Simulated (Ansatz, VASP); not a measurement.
## One calculation of Sb2Pt, two programs

```
CELL_PARAMETERS angstrom
6.44230 0.00000 0.00000
0.00000 6.44230 0.00000
0.00000 0.00000 6.44230
ATOMIC_POSITIONS crystal
Sb 0.37530 0.37530 0.37530
Sb 0.12470 0.62470 0.87530
Sb 0.87530 0.12470 0.62470
Sb 0.62470 0.87530 0.12470
Sb 0.62470 0.62470 0.62470
Sb 0.87530 0.37530 0.12470
Sb 0.12470 0.87530 0.37530
Sb 0.37530 0.12470 0.87530
Pt 0.00000 0.00000 0.00000
Pt 0.50000 0.00000 0.50000
Pt 0.50000 0.50000 0.00000
Pt 0.00000 0.50000 0.50000
```

Alike in both runs: task relaxation of cell and atoms; functional PBEsol; k mesh 5 × 5 × 5; occupations fermi-dirac, width 0.1 eV; no spin polarisation.

|  | VASP | Ansatz |
| --- | --- | --- |
| version | VASP 6.6.1 | Ansatz 0.2.0 |
| potentials or method | VASP PAW PBE potentials, release 64 (Sb, Pt), cutoff 600 eV | PAW plane waves |
| valence electrons in the cell | 80 | 192 |

Ansatz gave:

| Item | Value |
| --- | --- |
| gap on the k mesh at the Fermi level, each at its own relaxed structure (eV) | none |
| relaxed volume (Å³/atom) | 22.50 |
| relaxed length of the cell vector where the two differ most in proportion (Å) | 6.463 |

Q: What did VASP give for the same quantities?

A: gap on the k mesh at the Fermi level, each at its own relaxed structure (eV): none; relaxed volume (Å³/atom): 22.47; relaxed length of the cell vector where the two differ most in proportion (Å): 6.460.

VASP's potentials were made for PBE, not for PBEsol, and Ansatz warns of the same on its side. A gap of «none» marks a metal or a gap that the smearing closes. VASP's potentials hold 80 valence electrons a cell and Ansatz's 192, so a difference there can come from the potentials and not from the codes.

Neither program's run includes spin-orbit coupling.
